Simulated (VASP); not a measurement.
Write the native input for VASP 6.6.1 that does the following.

```
Task                   : single point
Functional             : LDA
Potentials or basis    : VASP PAW LDA potentials, release 64 (Ga_d, As)
Cutoff                 : 500 eV
k mesh                 : 8 × 8 × 8
Occupations            : gaussian, width 0.01 eV
Spin                   : no spin polarisation
Dipole correction      : no
Further INCAR settings : ALGO = Normal; EDIFF = 1e-06; NBANDS = 16
```

The structure of GaAs lies in POSCAR:

```
GaAs
1.0
    2.7287890200      2.7287890200      0.0000000000
   -2.7287890200      2.7287890200      0.0000000000
    0.0000000000      2.7287890200      2.7287890200
Ga As
1 1
Direct
    0.0000000000      0.0000000000      0.0000000000
    0.7500000000      0.2500000000      0.5000000000
```

The input as run:

INCAR

```
  PREC = Accurate
  ENCUT = 500
  EDIFF = 1E-6
  ISMEAR = 0
  SIGMA = 0.01
  LREAL = F
  LASPH = T
  NELM = 120
  ALGO = Normal
  ISIF = 2
  LWAVE = F
  LCHARG = F
  GGA = CA
  NBANDS = 16
  GGA_COMPAT = F
```

KPOINTS

```
Automatic mesh
0
Gamma
  8 8 8
```

Potentials or basis: VASP PAW LDA potentials, release 64 (Ga_d, As).

The run is started by

```bash
$ cat potpaw_LDA.64/Ga_d/POTCAR potpaw_LDA.64/As/POTCAR > POTCAR
$ mpirun -np 1 vasp_std > vasp.out
```

It gave:

* Pressure: 7.5 GPa
* Band gap on the k mesh: 1.13 eV, indirect (least direct gap 1.15 eV)

It took 11 s on 1 thread of Intel Xeon 6975P-C, on a shared host, peak memory 0.15 GiB.
